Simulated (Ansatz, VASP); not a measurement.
## Two plane-wave programs on AlRu

The input INCAR:

```
SYSTEM = AlRu
  ALGO = Normal
  EDIFF = 1E-8
  ENCUT = 400
  GGA = PE
  GGA_COMPAT = .False.
  ISIF = 2
  ISMEAR = -1
  LASPH = .True.
  LCHARG = .False.
  LEFG = .True.
  LREAL = .False.
  LWAVE = .False.
  NBANDS = 16
  NELM = 120
  PREC = Accurate
  SIGMA = 0.08
```

KPOINTS

```
k-points
0
Gamma
  20 20 20
  0 0 0
```

File POSCAR:

```
AlRu
1.0
    2.9916000000      0.0000000000      0.0000000000
    0.0000000000      2.9916000000      0.0000000000
    0.0000000000      0.0000000000      2.9916000000
Al Ru
1 1
Direct
    0.0000000000      0.0000000000      0.0000000000
    0.5000000000      0.5000000000      0.5000000000
```

Input for Ansatz:

```yaml
crystal:
  lattice:
    - [2.9916, 0.0, 0.0]
    - [0.0, 2.9916, 0.0]
    - [0.0, 0.0, 2.9916]
  atoms:
    - { symbol: Al, position: [0.0, 0.0, 0.0] }
    - { symbol: Ru, position: [0.5, 0.5, 0.5] }
kpoints:
  mp_grid: { grid: [20, 20, 20] }
scf:
  occupations: { method: fermi_dirac, width: 0.08 }
hamiltonian:
  xc: pbe
  pseudopotentials: { kind: paw }
output:
  forces: true
  stress: true
  eigenvalues: true
  efg: { contact_densities: true }
```

Alike in both runs: task electric field gradients; functional PBE; k mesh 20 × 20 × 20; occupations fermi-dirac, width 0.08 eV; no spin polarisation.

```csv
,VASP,Ansatz
version,VASP 6.6.1,Ansatz 0.2.0
potentials or method,"VASP PAW PBE potentials, release 64 (Al, Ru_pv)","PAW with Ansatz's default frozen-core files, scalar-relativistic"
plane-wave cutoff (eV),400,420
valence electrons in the cell,17,19
```

Ansatz gave:

* pressure (GPa): 2.7

Question: Which values does VASP return?

Answer: Pressure (GPa): 2.2.

VASP's potentials hold 17 valence electrons a cell and Ansatz's 19, so a difference there can come from the potentials and not from the codes.
